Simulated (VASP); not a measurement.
A run of VASP 6.6.1 is set up as follows.

INCAR

```
PREC = Accurate ; ENCUT = 520
EDIFF = 1E-8 ; ISMEAR = -1
SIGMA = 0.08 ; LREAL = False
LASPH = True ; NELM = 80
ALGO = Normal ; ISIF = 2
LWAVE = False ; LCHARG = False
GGA = PS ; LEFG = True
NBANDS = 32
```

File KPOINTS:

```
regular mesh
0
Gamma
  7 7 7
```

The input POSCAR:

```
Bi2Te3
1.0
    2.1930005584      1.2661294627     10.0640133000
   -2.1930005584      1.2661294627     10.0640133000
    0.0000000000     -2.5322589254     10.0640133000
Bi Te
2 3
Direct
    0.4000000000      0.4000000000      0.4000000000
    0.6000000000      0.6000000000      0.6000000000
    0.0000000000      0.0000000000      0.0000000000
    0.2095000000      0.2095000000      0.2095000000
    0.7905000000      0.7905000000      0.7905000000
```

Potentials or basis: VASP PAW PBE potentials, release 64 (Bi_d, Te).

Run with:

```console
$ cat potpaw_PBE.64/Bi_d/POTCAR potpaw_PBE.64/Te/POTCAR > POTCAR
$ mpirun -np 1 vasp_std > vasp.out
```

Estimate the band gap on the k mesh.

0.19 eV.

Predict the largest force.

0.012 eV/Å.

Estimate the pressure.

0.0 GPa.

Electric field gradients, principal values (V/Å²):
| atom | least | middle | greatest (by size) |
| --- | --- | --- | --- |
| 1 Bi | -10.499 | -10.499 | 20.998 |
| 2 Bi | -10.499 | -10.499 | 20.998 |
| 3 Te | -41.861 | -41.861 | 83.722 |
| 4 Te | -2.475 | -2.475 | 4.949 |
| 5 Te | -2.475 | -2.475 | 4.949 |

Caveat: the cell differs from its parent crystal (zz strain of -1 %); without QUAD_EFG the Cq values of the log hold for a quadrupole moment of 1 mb, not for the nuclei; the PAW data sets were made with another functional, which shifts forces and pressure a little; spin-orbit coupling is left out, which moves the levels of the heavy elements. A k mesh can miss the band edges.
